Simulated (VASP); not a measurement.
# MgO (P6_3mc) in VASP: relaxation of cell and atoms with PBE

Aim: the relaxation of cell and atoms of MgO with PBE.

All numbers are computed with VASP 6.6.1; they aren't measurements. Logs are shortened: lines on timing, memory, paths and dates and some standing lists are left out, and cuts for length are marked.

### Step 1. The cell of the first run

It takes space group P6_3mc (No. 186, hexagonal). The conventional cell has a = 3.251 Å, b = 3.251 Å, c = 10.386 Å, α = 90.00°, β = 90.00°, γ = 120.00°. Mg (site symmetry 3m) has 4 O at 1.97 to 1.98 Å within 2.6 Å. Mg (site symmetry 3m) has 4 O at 1.97 to 1.99 Å within 2.6 Å. Within 2.6 Å of O (site symmetry 3m) lie 4 Mg at 1.97 Å. O (site symmetry 3m) has 4 Mg at 1.98 to 1.99 Å within 2.6 Å.

### Step 2. Relaxation of cell and atoms, PBE

Contents of INCAR:

```
ALGO = Normal
EDIFF = 1E-7
EDIFFG = -0.005
ENCUT = 600
GGA = PE
IBRION = 2
ISIF = 3
ISMEAR = 0
LASPH = T
LCHARG = F
LREAL = F
LWAVE = F
NELM = 100
NSW = 100
PREC = Accurate
SIGMA = 0.02
```

Contents of KPOINTS:

```
k-points
0
Gamma
  9 9 4
```

Contents of POSCAR:

```
MgO
1.0
    3.2505941898      0.0000000000      0.0000000000
   -1.6252970949      2.8150971457      0.0000000000
    0.0000000000      0.0000000000     10.3863377325
Mg O
4 4
Direct
    0.3333333300      0.6666666700      0.9696623800
    0.0000000000      0.0000000000      0.2210023100
    0.0000000000      0.0000000000      0.7210023100
    0.6666666700      0.3333333300      0.4696623800
    0.3333333300      0.6666666700      0.7798401500
    0.0000000000      0.0000000000      0.5294933400
    0.0000000000      0.0000000000      0.0294933400
    0.6666666700      0.3333333300      0.2798401500
```

Potentials or basis: VASP PAW PBE potentials, release 64 (Mg, O).

Run with:

```bash
cat potpaw_PBE.64/Mg/POTCAR potpaw_PBE.64/O/POTCAR > POTCAR
mpirun -np 1 vasp_std > vasp.out
```

OUTCAR:

```text
EDIFF = 1E-7
   EDIFFG = -0.005
   ENCUT = 600
   GGA = PE
   IBRION = 2
   ISIF = 3
   ISMEAR = 0
   LASPH = T
   LREAL = F
   NELM = 100
   NSW = 100
   PREC = Accurate

 ion  position               nearest neighbor table
   1  0.333  0.667  0.970-   5 1.97   7 1.98   7 1.98   7 1.98   3 3.19   3 3.19   3 3.19   2 3.22
                             2 3.22   2 3.22
   2  0.000  0.000  0.221-   8 1.97   8 1.97   8 1.97   7 1.99   4 3.19   4 3.19   4 3.19   1 3.22
                             1 3.22   1 3.22
   3  0.000  0.000  0.721-   5 1.97   5 1.97   5 1.97   6 1.99   1 3.19   1 3.19   1 3.19   4 3.22
                             4 3.22   4 3.22
   4  0.667  0.333  0.470-   8 1.97   6 1.98   6 1.98   6 1.98   2 3.19   2 3.19   2 3.19   3 3.22
                             3 3.22   3 3.22
   5  0.333  0.667  0.780-   1 1.97   3 1.97   3 1.97   3 1.97
   6  0.000  0.000  0.529-   4 1.98   4 1.98   4 1.98   3 1.99
   7  0.000  0.000  0.029-   1 1.98   1 1.98   1 1.98   2 1.99
   8  0.667  0.333  0.280-   4 1.97   2 1.97   2 1.97   2 1.97

  LATTYP: Found a hexagonal cell.
 ALAT       =     3.2505941898
 C/A-ratio  =     3.1952120523

  Lattice vectors:

 A1 = (   3.2505941898,   0.0000000000,   0.0000000000)
 A2 = (  -1.6252970949,   2.8150971457,   0.0000000000)
 A3 = (   0.0000000000,   0.0000000000,  10.3863377325)

Analysis of symmetry for initial positions (statically):
=====================================================================
 Subroutine PRICEL returns:
 Original cell was already a primitive cell.

 Routine SETGRP: Setting up the symmetry group for a
 hexagonal supercell.

 Subroutine GETGRP returns: Found 12 space group operations
 (whereof  6 operations were pure point group operations)
 out of a pool of 24 trial point group operations.

The static configuration has the point symmetry C_3v.
 The point group associated with its full space group is C_6v.

Analysis of symmetry for dynamics (positions and initial velocities):
=====================================================================
 Subroutine PRICEL returns:
 Original cell was already a primitive cell.

 Routine SETGRP: Setting up the symmetry group for a
 hexagonal supercell.

 Subroutine GETGRP returns: Found 12 space group operations
 (whereof  6 operations were pure point group operations)
 out of a pool of 24 trial point group operations.

The dynamic configuration has the point symmetry C_3v.
 The point group associated with its full space group is C_6v.

 Subroutine INISYM returns: Found 12 space group operations
 (whereof  6 operations are pure point group operations),
 and found     1 'primitive' translations

----------------------------------------------------------------------------------------

                                     Primitive cell

  volume of cell :      95.0427

  direct lattice vectors                    reciprocal lattice vectors
     3.250594190  0.000000000  0.000000000     0.307636063  0.177613764  0.000000000
    -1.625297095  2.815097146  0.000000000     0.000000000  0.355227528  0.000000000
     0.000000000  0.000000000 10.386337732     0.000000000  0.000000000  0.096280328

  length of vectors
     3.250594190  3.250594190 10.386337732     0.355227528  0.355227528  0.096280328

  position of ions in fractional coordinates (direct lattice)
     0.333333330  0.666666670  0.969662380
     0.000000000  0.000000000  0.221002310
     0.000000000  0.000000000  0.721002310
     0.666666670  0.333333330  0.469662380
     0.333333330  0.666666670  0.779840150
     0.000000000  0.000000000  0.529493340
     0.000000000  0.000000000  0.029493340
     0.666666670  0.333333330  0.279840150

  ion indices of the primitive-cell ions
   primitive index   ion index
                 1           1
                 2           2
                 3           3
                 4           4
                 5           5
                 6           6
                 7           7
                 8           8

----------------------------------------------------------------------------------------

 KPOINTS: k-points

Automatic generation of k-mesh.
 Grid dimensions read from file:
 generate k-points for:    9    9    4

 Generating k-lattice:

  Cartesian coordinates                     Fractional coordinates (reciprocal lattice)
     0.034181785  0.019734863  0.000000000     0.111111111 -0.000000000  0.000000000
     0.000000000  0.039469725  0.000000000     0.000000000  0.111111111  0.000000000
     0.000000000  0.000000000  0.024070082     0.000000000  0.000000000  0.250000000

  Length of vectors
     0.039469725  0.039469725  0.024070082

  Shift w.r.t. Gamma in fractional coordinates (k-lattice)
     0.000000000  0.000000000  0.000000000

 Subroutine IBZKPT returns following result:
 ===========================================

 Found     36 irreducible k-points:

 Following reciprocal coordinates:
            Coordinates               Weight
  0.000000  0.000000  0.000000      1.000000
  0.111111  0.000000  0.000000      6.000000
  0.222222  0.000000  0.000000      6.000000
  0.333333  0.000000  0.000000      6.000000
  0.444444  0.000000  0.000000      6.000000
  0.111111  0.111111  0.000000      6.000000
[... 16 lines left out ...]
  0.333333  0.222222  0.250000     24.000000
  0.333333  0.333333  0.250000      4.000000
 [... further k-points ...]
   k-points           NKPTS =     36   k-points in BZ     NKDIM =     36   number of bands    NBANDS=     21
   number of dos      NEDOS =    301   number of ions     NIONS =      8
   total plane-waves  NPLWV =  65856
   dimension x,y,z NGX =    28 NGY =   28 NGZ =   84
   dimension x,y,z NGXF=    56 NGYF=   56 NGZF=  168
   ions per type =               4   4
   NGX,Y,Z   is equivalent  to a cutoff of  14.32, 14.32, 13.45 a.u.
   NGXF,Y,Z  is equivalent  to a cutoff of  28.64, 28.64, 26.89 a.u.
 SYSTEM =  unknown system
   PREC   = accura    normal or accurate (medium, high low for compatibility)
   ISTART =      0    job   : 0-new  1-cont  2-samecut
   ICHARG =      2    charge: 1-file 2-atom 10-const
   ISPIN  =      1    spin polarized calculation?
   LNONCOLLINEAR =      F non collinear calculations
   LSORBIT =      F    spin-orbit coupling
   LASPH  =      T    aspherical Exc in radial PAW
   ENCUT  =  600.0 eV  44.10 Ry    6.64 a.u.   6.49  6.49 20.74*2*pi/ulx,y,z
   NELM   =    100;   NELMIN=  2; NELMDL= -5     # of ELM steps
   EDIFF  = 0.1E-06   stopping-criterion for ELM
   LREAL  =      F    real-space projection
   EDIFFG = -.5E-02   stopping-criterion for IOM
   NSW    =    100    number of steps for IOM
   IBRION =      2    ionic relax: 0-MD 1-quasi-New 2-CG
   NFREE  =      1    steps in history (QN), initial steepest desc. (CG)
   ISIF   =      3    stress and relaxation
   ISYM   =      2    0-nonsym 1-usesym 2-fastsym
   POTIM  = 0.5000    time-step for ionic-motion
   TEBEG  =    0.0;   TEEND  =   0.0 temperature during run
   PSTRESS=    0.0 pullay stress
   NELECT =      32.0000    total number of electrons
   NUPDOWN=      -1.0000    fix difference up-down
   EMIN   =  10.00;   EMAX   =-10.00  energy-range for DOS
   EFERMI =   0.00;   METHOD = LEGACY
   ISMEAR =     0;   SIGMA  =   0.02  broadening in eV -4-tet -1-fermi 0-gaus
   EFERMI_NEDOS =   21; number of points for ismear=-14 and -15
   IALGO  =     38    algorithm
   IMIX   =      4    mixing-type and parameters
     AMIX     =   0.40;   BMIX     =  1.00
     AMIX_MAG =   1.60;   BMIX_MAG =  1.00
  volume/ion in A,a.u.               =      11.88        80.17
  Fermi-wavevector in a.u.,A,eV,Ry     =   1.138899  2.152207 17.648000  1.297091
  Thomas-Fermi vector in A             =   2.275603
   LORBIT       =      0    0 simple, 1 ext, 2 COOP (PROOUT), +10 PAW based schemes
   GGA     = PE    functional components
   LHFCALC =     F    Hartree Fock is set to
   AEXX    =    0.0000 exact exchange contribution
   IVDW    =     0    specifies the selected vdW correction
   LEPSILON=     F    determine dielectric tensor
   LRPA    =     F    only Hartree local field effects (RPA)
 conjugate gradient relaxation of ions
 non-spin polarized calculation
 Gauss-broadening in eV      SIGMA  =   0.02
  energy-cutoff  :      600.00
  volume of cell :       95.04
 maximum number of plane-waves:      3221
 NGX is ok and might be reduce to    28
   NGX = 13   NGY = 13   NGZ = 41

--------------------------------------- Ionic step        1  -------------------------------------------

 number of electron      31.9999994 magnetization

 Free energy of the ion-electron system (eV)
  ---------------------------------------------------
  ext. energy  EPLUGINS =         0.00000000
  ---------------------------------------------------
  free energy    TOTEN  =       -46.90434403 eV

  energy without entropy =      -46.90434403  energy(sigma->0) =      -46.90434403

------------------------ aborting loop because EDIFF is reached ----------------------------------------

  FORCE on cell =-STRESS in cart. coord.  units (eV):
  Direction    XX          YY          ZZ          XY          YZ          ZX
  --------------------------------------------------------------------------------------
  -------------------------------------------------------------------------------------
  Total        1.7846486      1.7846486      1.9222944      0.0000000      0.0000000      0.0000000
  in kB       30.0846322     30.0846322     32.4049913      0.0000000      0.0000000      0.0000000
  external PRESSURE =      30.8580853 kB  Pullay stress =       0.0000000 kB
[... 237 lines left out ...]
  energy  without entropy=      -46.9275368223  energy(sigma->0) =      -46.92753682

--------------------------------------- Ionic step        7  -------------------------------------------

 number of electron      32.0000001 magnetization

 Free energy of the ion-electron system (eV)
  ---------------------------------------------------
  ext. energy  EPLUGINS =         0.00000000
  ---------------------------------------------------
  free energy    TOTEN  =       -46.92756227 eV

  energy without entropy =      -46.92756227  energy(sigma->0) =      -46.92756227

 E-fermi :   0.8256     XC(G=0):  -9.6098

 val. band max:        0.7362868964   @ k =   0.0000   0.0000   0.0000
 cond. band min:       4.2124899810   @ k =   0.0000   0.0000   0.0000
 fundamental gap:      3.4762030845
 Fermi energy:         0.8256036282

 k-point     1 :       0.0000    0.0000    0.0000
  band No.  band energies     occupation
      1     -15.1803      2.00000
      2     -14.8684      2.00000
      3     -14.8552      2.00000
      4     -14.5176      2.00000
      5      -2.2932      2.00000
      6      -1.1415      2.00000
[... 550 lines left out ...]
      5      -1.5425      2.00000
      6      -1.5425      2.00000
[... 13 lines left out ...]
     20       9.2408      0.00000
     21      10.6562      0.00000

 [... further k-points ...]

------------------------ aborting loop because EDIFF is reached ----------------------------------------

  FORCE on cell =-STRESS in cart. coord.  units (eV):
  Direction    XX          YY          ZZ          XY          YZ          ZX
  --------------------------------------------------------------------------------------
  -------------------------------------------------------------------------------------
  Total        0.0251858      0.0251858      0.0384927      0.0000000      0.0000000      0.0000000
  in kB        0.4140609      0.4140609      0.6328300      0.0000000      0.0000000      0.0000000
  external PRESSURE =       0.4869840 kB  Pullay stress =       0.0000000 kB
[... 23 lines left out ...]
  FREE ENERGIE OF THE ION-ELECTRON SYSTEM (eV)
  ---------------------------------------------------
  free  energy   TOTEN  =       -46.9275622685 eV

  energy  without entropy=      -46.9275622685  energy(sigma->0) =      -46.92756227

 reached required accuracy - stopping structural energy minimisation
```

It took 6.1 min on 1 thread of Intel Xeon Platinum 8259CL at 2.50GHz (Skylake/Cascade Lake), shared host; peak memory 0.28 GiB.

What came out:

```
Free energy                           : -46.9276 eV
Relaxed volume                        : 12.18 Å³/atom
Relaxed cell                          : a = 3.274 Å, b = 3.274 Å, c = 10.495 Å, α = 90.00°, β = 90.00°, γ = 120.00°
Space group after relaxing (to 0.1 Å) : P6_3mc (No. 186)
Energy gained by relaxing             : 2.9 meV/atom
Ionic steps                           : 7
Pressure after relaxing               : 0.0 GPa
Band gap on the k mesh                : 3.48 eV
```

Forces in eV/Å, atoms in the order of the input:
```
Mg   0.000  0.000  0.002
Mg   0.000  0.000  0.002
Mg   0.000  0.000  0.002
Mg   0.000  0.000  0.002
O    0.000  0.000 -0.003
O    0.000  0.000 -0.001
O    0.000  0.000 -0.001
O    0.000  0.000 -0.003
```

Step by step:
| step | energy change (eV) | largest force (eV/Å) | pressure (GPa) | volume (Å³) |
| --- | --- | --- | --- | --- |
| 1 | 0.0000 | 0.0047 | 3.09 | 95.04 |
| 2 | -0.0210 | 0.0211 | -0.87 | 98.22 |
| 3 | -0.0230 | 0.0155 | 0.00 | 97.48 |
| 4 | -0.0230 | 0.0159 | -0.06 | 97.53 |
| 5 | -0.0231 | 0.0104 | -0.06 | 97.53 |
| 6 | -0.0232 | 0.0126 | -0.06 | 97.54 |
| 7 | -0.0232 | 0.0029 | 0.05 | 97.45 |

Final structure:
```cif
data_structure
_symmetry_space_group_name_H-M 'P 1'
_symmetry_Int_Tables_number 1
_cell_length_a 3.2744
_cell_length_b 3.2744
_cell_length_c 10.4954
_cell_angle_alpha 90.000
_cell_angle_beta 90.000
_cell_angle_gamma 120.000
_cell_volume 97.45
loop_
_atom_site_label
_atom_site_type_symbol
_atom_site_fract_x
_atom_site_fract_y
_atom_site_fract_z
_atom_site_occupancy
Mg1 Mg 0.33333 0.66667 0.96948 1
Mg2 Mg 0.00000 0.00000 0.22079 1
Mg3 Mg 0.00000 0.00000 0.72079 1
Mg4 Mg 0.66667 0.33333 0.46948 1
O1 O 0.33333 0.66667 0.78006 1
O2 O 0.00000 0.00000 0.52967 1
O3 O 0.00000 0.00000 0.02967 1
O4 O 0.66667 0.33333 0.28006 1
```

A k mesh can miss the band edges.
